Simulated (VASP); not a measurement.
The system is W.

```
W
1.0
    -1.58234    1.58234    1.58234
     1.58234   -1.58234    1.58234
     1.58234    1.58234   -1.58234
W
1
Cartesian
  0.0000 0.0000 0.0000
```

- Program: VASP 6.6.1
- Task: relaxation of cell and atoms
- Functional: revPBE
- Dispersion: D3(BJ)
- Potentials or basis: VASP PAW PBE potentials, release 64 (W_sv)
- Cutoff: 600 eV
- k mesh: 12 × 12 × 12
- Occupations: fermi-dirac, width 0.05 eV
- Spin: no spin polarisation

At the start: pressure -3.8 GPa; volume 15.85 Å³/atom.

Q: Where does the relaxation end?

A: Over 4 steps the energy falls by 2.3 meV/atom and the volume is 15.66 Å³/atom (-1.2 %); space group Im-3m (No. 229, to 0.05 Å).

The path:
```tsv
step	energy change (eV)	largest force (eV/Å)	pressure (GPa)	volume (Å³)
1	0.0000	0.0000	-3.77	15.85
2	0.0269	0.0000	14.86	15.01
3	-0.0023	0.0000	-0.07	15.66
4	-0.0023	0.0000	-0.02	15.66
```

Final structure:
```
W
1.0
    -1.57601    1.57601    1.57601
     1.57601   -1.57601    1.57601
     1.57601    1.57601   -1.57601
W
1
Direct
  0.00000 0.00000 0.00000
```

Caveat: the PAW data sets were made with another functional, which shifts forces and pressure a little; pairwise dispersion overbinds metals, which lowers pressure and volume.
